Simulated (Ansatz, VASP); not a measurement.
Two plane-wave programs on Hf

```xyz
1
Lattice="0.0000 2.2200 2.2200 2.4143 0.0000 2.2200 2.4143 2.2200 0.0000" Properties=species:S:1:pos:R:3 pbc="T T T"
Hf    0.0000    0.0000    0.0000
```

Change from the starting cell: strain +0.0875 x Voigt [1, 0, 0, 0, 0, 0], atoms carried along.

Alike in both runs: task single point; functional LDA; k mesh 18 × 18 × 18; occupations gaussian, width 0.15 eV; no spin polarisation.

|  | VASP | Ansatz |
| --- | --- | --- |
| version | VASP 6.6.1 | Ansatz 0.2.0 |
| potentials or method | VASP PAW LDA potentials, release 64 (Hf_pv), cutoff 520 eV | scalar-relativistic, plane waves, PAW |
| valence electrons in the cell | 10 | 26 |

|  | VASP | Ansatz | Ansatz less VASP |
| --- | --- | --- | --- |
| gap on the k mesh at the Fermi level (eV) | none | none | - |
| pressure (GPa) | -12.6 | -12.5 | +0.08 |
| traceless stress, the component that is largest in VASP (GPa) | -2.65 | -2.66 | -0.012 |

LDA's correlation is that of Perdew and Zunger in VASP and of Perdew and Wang (1992) in Ansatz. A gap of «none» marks a metal or a gap that the smearing closes. VASP's potentials hold 10 valence electrons a cell and Ansatz's 26, so a difference there can come from the potentials and not from the codes.

Neither program's run includes spin-orbit coupling.
